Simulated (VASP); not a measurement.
Write the native input for VASP 6.6.1 that does the following.

```yaml
Task: single point
Functional: PBE
Potentials_or_basis: VASP PAW PBE potentials, release 64 (Sb)
Cutoff: 520 eV
k_mesh: 12 × 12 × 12
Occupations: gaussian, width 0.05 eV
Spin: no spin polarisation
Dipole_correction: no
Further_INCAR_settings: ALGO = Normal; EDIFF = 1e-07; NBANDS = 12
```

The structure of Sb lies in POSCAR:

```
Sb
1.0
    2.1883442836      1.2634411612      3.8398484998
   -2.1883442836      1.2634411612      3.8398484998
    0.0000000000     -2.5268823225      3.8398484998
Sb
2
Direct
    0.2327748959      0.2327748959      0.2327748959
    0.7672251041      0.7672251041      0.7672251041
```

These files were run (other wordings do the same):

INCAR

```
  ALGO = Normal
  EDIFF = 1E-7
  ENCUT = 520
  GGA = PE
  ISIF = 2
  ISMEAR = 0
  LASPH = True
  LCHARG = False
  LREAL = False
  LWAVE = False
  NBANDS = 12
  NELM = 100
  PREC = Accurate
  SIGMA = 0.05
```

KPOINTS

```
k-points
0
Gamma
  12 12 12
```

Potentials or basis: VASP PAW PBE potentials, release 64 (Sb).

Command:

```console
$ cat potpaw_PBE.64/Sb/POTCAR > POTCAR
$ mpirun -np 1 vasp_std > vasp.out
```

It gave:

| Property | Result |
| --- | --- |
| Pressure | 0.0 GPa |
| Largest force | 0.035 eV/Å |
| Band gap on the k mesh | zero (band 5 reaches 6.60 eV, above the bottom of band 6 at 6.41 eV) |

Caveat: spin-orbit coupling is left out, which moves the levels of the heavy elements.

Run time: 41 s on 1 thread of Intel(R) Xeon(R) 6975P-C (Granite Rapids), on a shared host, peak memory 0.28 GiB.
